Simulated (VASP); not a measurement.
A run of VASP 6.6.1 is set up as follows.

Contents of INCAR:

```
ALGO = Normal
EDIFF = 1E-6
EDIFFG = -0.005
ENCUT = 600
GGA = PE
IBRION = 2
ISIF = 3
ISMEAR = 0
LASPH = True
LCHARG = False
LREAL = False
LWAVE = False
NELM = 60
NSW = 100
PREC = Accurate
SIGMA = 0.02
```

The input KPOINTS:

```
k-points
0
Gamma
  8 8 8
```

Contents of POSCAR:

```
SrTiO3
1.0
    3.9052800000      0.0000000000      0.0000000000
    0.0000000000      3.9052800000      0.0000000000
    0.0000000000      0.0000000000      3.9052800000
Sr Ti O
1 1 3
Direct
    0.5000000000      0.5000000000      0.5000000000
    0.0000000000      0.0000000000      0.0000000000
    0.5000000000      0.0000000000      0.0000000000
    0.0000000000      0.5000000000      0.0000000000
    0.0000000000      0.0000000000      0.5000000000
```

Potentials or basis: VASP PAW PBE potentials, release 64 (Sr_sv, Ti_sv, O).

Run with:

```sh
$ cat potpaw_PBE.64/Sr_sv/POTCAR potpaw_PBE.64/Ti_sv/POTCAR potpaw_PBE.64/O/POTCAR > POTCAR
$ mpirun -np 1 vasp_std > vasp.out
```

Task: Predict the relaxed volume.

Result: 12.23 Å³/atom.

Task: Predict the band gap on the k mesh.

Result: 1.81 eV (least direct gap 2.18 eV).

Task: Estimate the space group after relaxing (to 0.1 Å).

Result: Pm-3m (No. 221).

Task: Estimate the relaxed cell.

Result: a = 3.940 Å, b = 3.940 Å, c = 3.940 Å, α = 90.00°, β = 90.00°, γ = 90.00°.

Step by step:
| step | energy change (eV) | largest force (eV/Å) | pressure (GPa) | volume (Å³) |
| --- | --- | --- | --- | --- |
| 1 | 0.0000 | 0.0000 | 4.69 | 59.56 |
| 2 | -0.0057 | 0.0000 | -3.75 | 62.62 |
| 3 | -0.0232 | 0.0000 | -0.02 | 61.17 |

A k mesh can miss the band edges. PBE usually gives volumes a little too large and moduli too small.
